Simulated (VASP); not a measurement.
# Ge (Im-3m) in VASP: further runs, part 2 of 2

VASP 6.6.1. Earlier steps stand in the parts before.

## 3. Relaxation of cell and atoms, LDA, target pressure 1.5 GPa, at which the enthalpy is minimised

This run uses another cell than the first one, of 17.59 Å³/atom.

Contents of INCAR:

```
SYSTEM = Ge
ALGO = Normal
EDIFF = 1E-7
EDIFFG = -0.005
ENCUT = 600
IBRION = 2
ISIF = 3
ISMEAR = -1
LASPH = .TRUE.
LCHARG = .FALSE.
LREAL = .FALSE.
LWAVE = .FALSE.
NELM = 100
NSW = 60
PREC = Accurate
PSTRESS = 15.0
SIGMA = 0.08
```

Contents of KPOINTS:

```
k-points
0
G
  16 16 16
  0 0 0
```

Contents of POSCAR:

```
Ge
1.0
   -1.6381876701      1.6381876701      1.6381876701
    1.6381876701     -1.6381876701      1.6381876701
    1.6381876701      1.6381876701     -1.6381876701
Ge
1
Direct
    0.0000000000      0.0000000000      0.0000000000
```

Potentials or basis: VASP PAW LDA potentials, release 64 (Ge_d).

Started as:

```
cat potpaw_LDA.64/Ge_d/POTCAR > POTCAR
mpirun -np 1 vasp_std > vasp.out
```

OUTCAR:

```text
SYSTEM = Ge
   EDIFF = 1E-7
   EDIFFG = -0.005
   ENCUT = 600
   IBRION = 2
   ISIF = 3
   ISMEAR = -1
   LASPH = .TRUE.
   LREAL = .FALSE.
   NELM = 100
   NSW = 60
   PREC = Accurate
   PSTRESS = 15.0

 ion  position               nearest neighbor table
   1  0.000  0.000  0.000-

  LATTYP: Found a body centered cubic cell.
 ALAT       =     3.2763753402

  Lattice vectors:

 A1 = (  -1.6381876701,   1.6381876701,   1.6381876701)
 A2 = (   1.6381876701,  -1.6381876701,   1.6381876701)
 A3 = (   1.6381876701,   1.6381876701,  -1.6381876701)

Analysis of symmetry for initial positions (statically):
=====================================================================
 Subroutine PRICEL returns:
 Original cell was already a primitive cell.
[... 293 lines left out ...]
 fundamental gap:      0.0231461150
 Fermi energy:         7.2222500299

 k-point     1 :       0.0000    0.0000    0.0000
  band No.  band energies     occupation
      1     -17.5928      2.00000
      2     -17.5928      2.00000
      3     -17.5928      2.00000
      4     -17.4872      2.00000
      5     -17.4872      2.00000
      6      -6.4815      2.00000
      7      17.0029      0.00000
      8      17.0029      0.00000
      9      17.0029      0.00000
     10      22.8144      0.00000
     11      22.8144      0.00000
[... 309 lines left out ...]
 k-point    24 :       0.2500    0.1875   -0.0000
  band No.  band energies     occupation
      1     -17.6089      2.00000
      2     -17.5684      2.00000
      3     -17.5036      2.00000
      4     -17.4972      2.00000
      5     -17.4627      2.00000
      6      -2.4862      2.00000
      7       6.1626      2.00000
      8       8.6047      0.00000
      9      13.2496      0.00000
     10      19.5714      0.00000
     11      21.3134      0.00000

 [... further k-points ...]

------------------------ aborting loop because EDIFF is reached ----------------------------------------

  FORCE on cell =-STRESS in cart. coord.  units (eV):
  Direction    XX          YY          ZZ          XY          YZ          ZX
  --------------------------------------------------------------------------------------
  -------------------------------------------------------------------------------------
  Total        0.1666167      0.1666167      0.1666167      0.0000000      0.0000000     -0.0000000
  in kB       15.1518069     15.1518069     15.1518069      0.0000000      0.0000000     -0.0000000
  external PRESSURE =       0.1518069 kB  Pullay stress =      15.0000000 kB
[... 20 lines left out ...]
  energy  without entropy=       -4.8687017842  energy(sigma->0) =       -4.87535212

  enthalpy is  TOTEN    =        -4.7170550802 eV   P V=        0.1649473662

 reached required accuracy - stopping structural energy minimisation
```

Run time: 62 s. Hardware: 1 thread of Intel Xeon 8259CL, shared host; peak memory 0.16 GiB.

Results:

```
Free energy                                                : -4.8820 eV
Relaxed volume                                             : 17.62 Å³/atom
Relaxed cell                                               : a = 2.839 Å, b = 2.839 Å, c = 2.839 Å, α = 109.47°, β = 109.47°, γ = 109.47°
Space group after relaxing (to 0.1 Å)                      : Im-3m (No. 229)
Energy change on relaxing (the run minimises the enthalpy) : -0.3 meV/atom
Ionic steps                                                : 4
Pressure after relaxing                                    : 1.5 GPa
Band gap on the k mesh                                     : zero (bands 7 and 8 overlap by 12.91 eV)
```

The path:
| step | energy change (eV) | largest force (eV/Å) | pressure (GPa) | volume (Å³) |
| --- | --- | --- | --- | --- |
| 1 | 0.0000 | 0.0000 | 1.56 | 17.59 |
| 2 | -0.0002 | 0.0000 | 1.58 | 17.60 |
| 3 | -0.0006 | 0.0000 | 1.36 | 17.65 |
| 4 | -0.0003 | 0.0000 | 1.52 | 17.62 |

Final structure:
```
CELL_PARAMETERS angstrom
-1.63921 1.63921 1.63921
1.63921 -1.63921 1.63921
1.63921 1.63921 -1.63921
ATOMIC_POSITIONS crystal
Ge 0.00000 0.00000 0.00000
```

Caveat: the cell is relaxed towards a set pressure, so the run minimises the enthalpy, not the energy.

## 4. Relaxation of cell and atoms, LDA, target pressure 1.5 GPa, at which the enthalpy is minimised

This run uses another cell than the first one, of 17.59 Å³/atom.

Contents of INCAR:

```
ALGO = Normal
EDIFF = 1E-6
EDIFFG = -0.005
ENCUT = 600
IBRION = 2
ISIF = 3
ISMEAR = -1
LASPH = True
LCHARG = False
LREAL = False
LWAVE = False
NELM = 100
NSW = 32
PREC = Accurate
PSTRESS = 15.0
SIGMA = 0.08
```

Contents of KPOINTS:

```
k-points
0
Gamma
  16 16 16
```

POSCAR is that of step 3.

Started as:

```
cat potpaw_LDA.64/Ge_d/POTCAR > POTCAR
mpirun -np 1 vasp_std > vasp.out
```

It took 52 s on 1 thread of Intel Xeon 8259CL, shared host; peak memory 0.16 GiB.

It converged, with:

```yaml
Free_energy: -4.8820 eV
Relaxed_volume: 17.62 Å³/atom
Relaxed_cell: a = 2.839 Å, b = 2.839 Å, c = 2.839 Å, α = 109.47°, β = 109.47°, γ = 109.47°
Space_group_after_relaxing_to_0.1_Å: Im-3m (No. 229)
Energy_change_on_relaxing_the_run_minimises_the_enthalpy: -0.3 meV/atom
Ionic_steps: 3
Pressure_after_relaxing: 1.5 GPa
Band_gap_on_the_k_mesh: zero (bands 7 and 8 overlap by 12.91 eV)
```

Step by step:
```tsv
step	energy change (eV)	largest force (eV/Å)	pressure (GPa)	volume (Å³)
1	0.0000	0.0000	1.67	17.59
2	-0.0005	0.0000	1.42	17.63
3	-0.0003	0.0000	1.52	17.62
```

Final structure:
```
Ge
1.0
    -1.63917    1.63917    1.63917
     1.63917   -1.63917    1.63917
     1.63917    1.63917   -1.63917
Ge
1
Direct
  0.00000 0.00000 0.00000
```

Levels at points of the mesh, in eV from the Fermi level:
| k point | band 5 | band 6 | band 7 | band 8 | band 9 | band 10 |
| --- | --- | --- | --- | --- | --- | --- |
| (0.00, 0.00, 0.00) | -24.71 | -13.70 | 9.78 | 9.78 | 9.78 | 15.59 |
| (0.50, 0.00, 0.00) | -24.65 | -7.57 | -5.65 | 4.64 | 7.08 | 10.04 |
| (0.50, 0.50, 0.50) | -24.66 | -2.23 | -0.50 | -0.50 | -0.50 | 4.47 |

Caveat: the cell is relaxed towards a set pressure, so the run minimises the enthalpy, not the energy.

## 5. Relaxation of cell and atoms, LDA

This run uses another cell than the first one, of 19.00 Å³/atom.

Contents of INCAR:

```
SYSTEM = Ge
PREC = Accurate
ENCUT = 600
EDIFF = 1E-6
ISMEAR = -1
SIGMA = 0.08
LREAL = .FALSE.
LASPH = .TRUE.
NELM = 100
ALGO = Normal
ISIF = 3
LWAVE = .FALSE.
LCHARG = .FALSE.
GGA = CA
IBRION = 2
NSW = 60
EDIFFG = -0.005
```

Contents of KPOINTS:

```
regular mesh
0
G
  16 16 16
  0 0 0
```

Contents of POSCAR:

```
Ge
1.0
   -1.6809877034      1.6809877034      1.6809877034
    1.6809877034     -1.6809877034      1.6809877034
    1.6809877034      1.6809877034     -1.6809877034
Ge
1
Direct
    0.0000000000      0.0000000000      0.0000000000
```

Started as:

```
cat potpaw_LDA.64/Ge_d/POTCAR > POTCAR
mpirun -np 1 vasp_std > vasp.out
```

Run time: 58 s. Hardware: 1 thread of Intel Xeon 8259CL, shared host; peak memory 0.16 GiB.

Results (log left out):

| Property | Result |
| --- | --- |
| Free energy | -4.8839 eV |
| Relaxed volume | 17.93 Å³/atom |
| Relaxed cell | a = 2.856 Å, b = 2.856 Å, c = 2.856 Å, α = 109.47°, β = 109.47°, γ = 109.47° |
| Space group after relaxing (to 0.1 Å) | Im-3m (No. 229) |
| Energy gained by relaxing | 13.0 meV/atom |
| Ionic steps | 3 |
| Pressure after relaxing | 0.0 GPa |
| Band gap on the k mesh | zero (bands 7 and 8 overlap by 12.64 eV) |

The path:
| step | energy change (eV) | largest force (eV/Å) | pressure (GPa) | volume (Å³) |
| --- | --- | --- | --- | --- |
| 1 | 0.0000 | 0.0000 | -3.74 | 19.00 |
| 2 | -0.0127 | 0.0000 | 0.49 | 17.81 |
| 3 | -0.0130 | 0.0000 | -0.01 | 17.93 |

Final structure:
```
Ge
1.0
    -1.64886    1.64886    1.64886
     1.64886   -1.64886    1.64886
     1.64886    1.64886   -1.64886
Ge
1
Direct
  0.00000 0.00000 0.00000
```

Levels at points of the mesh, in eV from the Fermi level:
| k point | band 3 | band 4 | band 5 | band 6 | band 7 | band 8 | band 9 | band 10 | band 11 |
| --- | --- | --- | --- | --- | --- | --- | --- | --- | --- |
| (0.00, 0.00, 0.00) | -24.80 | -24.70 | -24.70 | -13.55 | 9.59 | 9.59 | 9.59 | 15.45 | 15.45 |
| (0.50, 0.00, 0.00) | -24.71 | -24.71 | -24.64 | -7.54 | -5.54 | 4.56 | 6.98 | 9.92 | 10.01 |
| (0.50, 0.50, 0.50) | -24.66 | -24.66 | -24.66 | -2.36 | -0.48 | -0.48 | -0.48 | 4.49 | 4.49 |

## 6. Summary

```tsv
task	cell	cutoff (eV)	gap on the mesh (eV)	pressure (GPa)
single point	a = 2.856 Å, angles 109.5°, 1 atom	520	none	0.2
relaxation of cell and atoms	relaxed to 1.5 GPa from a = 2.837 Å, angles 109.5°, 1 atom	600	none	1.5
relaxation of cell and atoms	relaxed from a = 2.912 Å, angles 109.5°, 1 atom	600	none	0.0
```

Alike in all rows: level LDA; potentials or basis VASP PAW LDA potentials, release 64 (Ge_d); no spin polarisation; k mesh 16 × 16 × 16; smearing fermi-dirac 0.08 eV.

Caveats: the cell is relaxed towards a set pressure, so the run minimises the enthalpy, not the energy (at least some runs).

Total energies depend on the potentials used, so only differences within one code and one set of settings carry meaning.
